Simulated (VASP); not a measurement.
# AlAs (F-43m) in VASP: single point with PBE

Aim: the single point of AlAs with PBE.

All numbers are computed with VASP 6.6.1; they aren't measurements. Logs are shortened: lines on timing, memory, paths and dates and some standing lists are left out, and cuts for length are marked.

## Step 1: The cell of the first run

Symmetry: F-43m, No. 216, cubic system. The conventional cell has a = 5.661 Å, b = 5.661 Å, c = 5.661 Å, α = 90.00°, β = 90.00°, γ = 90.00°. Al (site symmetry -43m) has 4 As at 2.45 Å within 3.2 Å. As (site symmetry -43m) has 4 Al at 2.45 Å within 3.2 Å.

## Step 2: Single point, PBE

Contents of INCAR:

```
  PREC = Accurate
  ENCUT = 500
  EDIFF = 1E-6
  ISMEAR = 0
  SIGMA = 0.01
  LREAL = False
  LASPH = True
  NELM = 120
  ALGO = Normal
  ISIF = 2
  LWAVE = False
  LCHARG = True
  GGA = PE
  LELF = True
  LVHAR = True
  NBANDS = 11
  GGA_COMPAT = False
```

Contents of KPOINTS:

```
regular mesh
0
Gamma
  4 4 4
```

Contents of POSCAR:

```
AlAs
1.0
    4.0027900000      0.0000000000      0.0000000000
    2.0013950000      3.4665178260      0.0000000000
    2.0013950000      1.1555059420      3.2682643492
Al As
1 1
Direct
    0.0000000000      0.0000000000      0.0000000000
    0.2500000000      0.2500000000      0.2500000000
```

Potentials or basis: VASP PAW PBE potentials, release 64 (Al, As).

The run is started by

```
$ cat potpaw_PBE.64/Al/POTCAR potpaw_PBE.64/As/POTCAR > POTCAR
$ mpirun -np 1 vasp_std > vasp.out
```

OUTCAR:

```text
PREC = Accurate
   ENCUT = 500
   EDIFF = 1E-6
   ISMEAR = 0
   LREAL = False
   LASPH = True
   NELM = 120
   ISIF = 2
   GGA = PE

 ion  position               nearest neighbor table
   1  0.000  0.000  0.000-   2 2.45   2 2.45   2 2.45   2 2.45
   2  0.250  0.250  0.250-   1 2.45   1 2.45   1 2.45   1 2.45

  LATTYP: Found a face centered cubic cell.
 ALAT       =     5.6607999053

  Lattice vectors:

 A1 = (   4.0027900000,   0.0000000000,   0.0000000000)
 A2 = (   2.0013950000,   3.4665178260,   0.0000000000)
 A3 = (   2.0013950000,   1.1555059420,   3.2682643492)

Analysis of symmetry for initial positions (statically):
=====================================================================
 Subroutine PRICEL returns:
 Original cell was already a primitive cell.

 Routine SETGRP: Setting up the symmetry group for a
 face centered cubic supercell.

 Subroutine GETGRP returns: Found 24 space group operations
 (whereof 24 operations were pure point group operations)
 out of a pool of 48 trial point group operations.

The static configuration has the point symmetry T_d .

Analysis of symmetry for dynamics (positions and initial velocities):
=====================================================================
 Subroutine PRICEL returns:
 Original cell was already a primitive cell.

 Routine SETGRP: Setting up the symmetry group for a
 face centered cubic supercell.

 Subroutine GETGRP returns: Found 24 space group operations
 (whereof 24 operations were pure point group operations)
 out of a pool of 48 trial point group operations.

The dynamic configuration has the point symmetry T_d .

 Subroutine INISYM returns: Found 24 space group operations
 (whereof 24 operations are pure point group operations),
 and found     1 'primitive' translations

----------------------------------------------------------------------------------------

                                     Primitive cell

  volume of cell :      45.3496

  direct lattice vectors                    reciprocal lattice vectors
     4.002790000  0.000000000  0.000000000     0.249825747 -0.144236962 -0.101990934
     2.001395000  3.466517826  0.000000000     0.000000000  0.288473924 -0.101990934
     2.001395000  1.155505942  3.268264349     0.000000000  0.000000000  0.305972802

  length of vectors
     4.002790000  4.002790000  4.002790000     0.305972802  0.305972802  0.305972802

  position of ions in fractional coordinates (direct lattice)
     0.000000000  0.000000000  0.000000000
     0.250000000  0.250000000  0.250000000

  ion indices of the primitive-cell ions
   primitive index   ion index
                 1           1
                 2           2

----------------------------------------------------------------------------------------

 KPOINTS: regular mesh

Automatic generation of k-mesh.
 Grid dimensions read from file:
 generate k-points for:    4    4    4

 Generating k-lattice:

  Cartesian coordinates                     Fractional coordinates (reciprocal lattice)
     0.062456437 -0.036059241 -0.025497733     0.250000000  0.000000000  0.000000000
     0.000000000  0.072118481 -0.025497733     0.000000000  0.250000000  0.000000000
     0.000000000  0.000000000  0.076493200     0.000000000  0.000000000  0.250000000

  Length of vectors
     0.076493200  0.076493200  0.076493200

  Shift w.r.t. Gamma in fractional coordinates (k-lattice)
     0.000000000  0.000000000  0.000000000

 Subroutine IBZKPT returns following result:
 ===========================================

 Found      8 irreducible k-points:

 Following reciprocal coordinates:
            Coordinates               Weight
  0.000000  0.000000  0.000000      1.000000
  0.250000 -0.000000  0.000000      8.000000
  0.500000 -0.000000  0.000000      4.000000
  0.250000  0.250000  0.000000      6.000000
  0.500000  0.250000  0.000000     24.000000
 -0.250000  0.250000 -0.000000     12.000000
  0.500000  0.500000  0.000000      3.000000
 -0.250000  0.500000  0.250000      6.000000
   k-points           NKPTS =      8   k-points in BZ     NKDIM =      8   number of bands    NBANDS=     11
   number of dos      NEDOS =    301   number of ions     NIONS =      2
   total plane-waves  NPLWV =  27000
   dimension x,y,z NGX =    30 NGY =   30 NGZ =   30
   dimension x,y,z NGXF=    60 NGYF=   60 NGZF=   60
   ions per type =               1   1
   NGX,Y,Z   is equivalent  to a cutoff of  12.46, 12.46, 12.46 a.u.
   NGXF,Y,Z  is equivalent  to a cutoff of  24.92, 24.92, 24.92 a.u.
 SYSTEM =  unknown system
   PREC   = accura    normal or accurate (medium, high low for compatibility)
   ISTART =      0    job   : 0-new  1-cont  2-samecut
   ICHARG =      2    charge: 1-file 2-atom 10-const
   ISPIN  =      1    spin polarized calculation?
   LNONCOLLINEAR =      F non collinear calculations
   LSORBIT =      F    spin-orbit coupling
   LASPH  =      T    aspherical Exc in radial PAW
   ENCUT  =  500.0 eV  36.75 Ry    6.06 a.u.   7.30  7.30  7.30*2*pi/ulx,y,z
   NELM   =    120;   NELMIN=  2; NELMDL= -5     # of ELM steps
   EDIFF  = 0.1E-05   stopping-criterion for ELM
   LREAL  =      F    real-space projection
   EDIFFG = 0.1E-04   stopping-criterion for IOM
   NSW    =      0    number of steps for IOM
   IBRION =     -1    ionic relax: 0-MD 1-quasi-New 2-CG
   NFREE  =      0    steps in history (QN), initial steepest desc. (CG)
   ISIF   =      2    stress and relaxation
   ISYM   =      2    0-nonsym 1-usesym 2-fastsym
   POTIM  = 0.5000    time-step for ionic-motion
   TEBEG  =    0.0;   TEEND  =   0.0 temperature during run
   PSTRESS=    0.0 pullay stress
   NELECT =       8.0000    total number of electrons
   NUPDOWN=      -1.0000    fix difference up-down
   EMIN   =  10.00;   EMAX   =-10.00  energy-range for DOS
   EFERMI =   0.00;   METHOD = LEGACY
   ISMEAR =     0;   SIGMA  =   0.01  broadening in eV -4-tet -1-fermi 0-gaus
   EFERMI_NEDOS =   21; number of points for ismear=-14 and -15
   IALGO  =     38    algorithm
   IMIX   =      4    mixing-type and parameters
     AMIX     =   0.40;   BMIX     =  1.00
     AMIX_MAG =   1.60;   BMIX_MAG =  1.00
  volume/ion in A,a.u.               =      22.67       153.02
  Fermi-wavevector in a.u.,A,eV,Ry     =   0.918150  1.735052 11.469706  0.843000
  Thomas-Fermi vector in A             =   2.043199
   LORBIT       =      0    0 simple, 1 ext, 2 COOP (PROOUT), +10 PAW based schemes
   GGA     = PE    functional components
   LHFCALC =     F    Hartree Fock is set to
   AEXX    =    0.0000 exact exchange contribution
   IVDW    =     0    specifies the selected vdW correction
   LEPSILON=     F    determine dielectric tensor
   LRPA    =     F    only Hartree local field effects (RPA)
 non-spin polarized calculation
 Gauss-broadening in eV      SIGMA  =   0.01
  energy-cutoff  :      500.00
  volume of cell :       45.35
 maximum number of plane-waves:      1174
 NGX is ok and might be reduce to    30
   NGX = 15   NGY = 15   NGZ = 15

 number of electron       8.0000000 magnetization

 Free energy of the ion-electron system (eV)
  ---------------------------------------------------
  ext. energy  EPLUGINS =         0.00000000
  ---------------------------------------------------
  free energy    TOTEN  =        -9.25774190 eV

  energy without entropy =       -9.25774190  energy(sigma->0) =       -9.25774190

 E-fermi :   4.0202     XC(G=0):  -9.0213

 val. band max:        3.9292379059   @ k =   0.0000   0.0000   0.0000
 cond. band min:       5.3397323723   @ k =   0.5000   0.5000   0.0000
 fundamental gap:      1.4104944664
 Fermi energy:         4.0202206083

 k-point     1 :       0.0000    0.0000    0.0000
  band No.  band energies     occupation
      1      -7.9359      2.00000
      2       3.9292      2.00000
      3       3.9292      2.00000
      4       3.9292      2.00000
      5       5.9840      0.00000
      6       8.1887      0.00000
      7       8.1887      0.00000
      8       8.1887      0.00000
      9      12.7844      0.00000
     10      12.9152      0.00000
     11      12.9152      0.00000

 k-point     2 :       0.2500   -0.0000    0.0000
  band No.  band energies     occupation
      1      -7.3561      2.00000
      2       0.5337      2.00000
      3       3.4470      2.00000
      4       3.4470      2.00000
      5       6.5303      0.00000
      6       8.8145      0.00000
      7       8.8145      0.00000
      8      10.3784      0.00000
      9      12.2110      0.00000
     10      12.2110      0.00000
     11      13.3102      0.00000

 k-point     3 :       0.5000   -0.0000    0.0000
  band No.  band energies     occupation
      1      -6.5074      2.00000
      2      -1.6604      2.00000
      3       3.0994      2.00000
      4       3.0994      2.00000
      5       6.0553      0.00000
      6       8.5824      0.00000
      7       8.5824      0.00000
      8      11.6653      0.00000
      9      15.1257      0.00000
     10      15.4661      0.00000
     11      15.4661      0.00000

 k-point     4 :       0.2500    0.2500    0.0000
  band No.  band energies     occupation
      1      -7.1558      2.00000
      2       0.7102      2.00000
      3       2.5785      2.00000
      4       2.5785      2.00000
      5       6.4863      0.00000
      6       7.6871      0.00000
      7      10.7440      0.00000
      8      10.7440      0.00000
      9      11.3690      0.00000
     10      14.0102      0.00000
     11      16.1656      0.00000

 k-point     5 :       0.5000    0.2500    0.0000
  band No.  band energies     occupation
      1      -6.2752      2.00000
      2      -1.1350      2.00000
      3       1.1881      2.00000
      4       2.3055      2.00000
      5       6.4671      0.00000
      6       9.0845      0.00000
      7      10.2942      0.00000
      8      10.8440      0.00000
      9      14.2563      0.00000
     10      15.3533      0.00000
     11      16.8393      0.00000

 k-point     6 :      -0.2500    0.2500   -0.0000
  band No.  band energies     occupation
      1      -6.5893      2.00000
      2      -0.6324      2.00000
      3       1.0462      2.00000
      4       3.0250      2.00000
      5       7.3074      0.00000
      6       9.6799      0.00000
      7       9.8113      0.00000
      8      10.2421      0.00000
      9      11.5555      0.00000
     10      14.2016      0.00000
     11      16.4000      0.00000

 k-point     7 :       0.5000    0.5000    0.0000
  band No.  band energies     occupation
      1      -5.9523      2.00000
      2      -1.5216      2.00000
      3       1.7452      2.00000
      4       1.7452      2.00000
      5       5.3397      0.00000
      6       6.2014      0.00000
      7      14.2483      0.00000
      8      14.2483      0.00000
      9      15.7114      0.00000
     10      16.4722      0.00000
     11      16.4722      0.00000

 k-point     8 :      -0.2500    0.5000    0.2500
  band No.  band energies     occupation
      1      -5.9199      2.00000
      2      -1.1809      2.00000
      3       0.7398      2.00000
      4       1.0903      2.00000
      5       8.2422      0.00000
      6       9.5585      0.00000
      7       9.6110      0.00000
      8       9.9631      0.00000
      9      14.5282      0.00000
     10      16.2092      0.00000
     11      16.5138      0.00000

------------------------ aborting loop because EDIFF is reached ----------------------------------------

  FORCE on cell =-STRESS in cart. coord.  units (eV):
  Direction    XX          YY          ZZ          XY          YZ          ZX
  --------------------------------------------------------------------------------------
  -------------------------------------------------------------------------------------
  Total        0.8699142      0.8699142      0.8699142     -0.0000000     -0.0000000     -0.0000000
  in kB       30.7336106     30.7336106     30.7336106     -0.0000000     -0.0000000     -0.0000000
  external PRESSURE =      30.7336106 kB  Pullay stress =       0.0000000 kB

 VOLUME and BASIS-vectors are now :
 -----------------------------------------------------------------------------
  energy-cutoff  :      500.00
  volume of cell :       45.35
      direct lattice vectors                 reciprocal lattice vectors
     4.002790000  0.000000000  0.000000000     0.249825747 -0.144236962 -0.101990934
     2.001395000  3.466517826  0.000000000     0.000000000  0.288473924 -0.101990934
     2.001395000  1.155505942  3.268264349     0.000000000  0.000000000  0.305972802

 POSITION                                       TOTAL-FORCE (eV/Angst)
 -----------------------------------------------------------------------------------
      0.00000      0.00000      0.00000         0.000000     -0.000000     -0.000000
      2.00140      1.15551      0.81707        -0.000000      0.000000      0.000000
 -----------------------------------------------------------------------------------
    total drift:                               -0.000000     -0.000000      0.000000

  FREE ENERGIE OF THE ION-ELECTRON SYSTEM (eV)
  ---------------------------------------------------
  free  energy   TOTEN  =        -9.2577419002 eV

  energy  without entropy=       -9.2577419002  energy(sigma->0) =       -9.25774190
```

Run time: 3.7 s. Hardware: 1 thread of Intel Xeon 6975P-C (Granite Rapids), shared host; peak memory 0.16 GiB.

What came out:

```yaml
Free_energy: -9.2577 eV
Pressure: 3.1 GPa
Band_gap_on_the_k_mesh: 1.41 eV (least direct gap 2.05 eV)
```

Caveat: the k points lie up to 0.48 Å⁻¹ apart. A k mesh can miss the band edges.
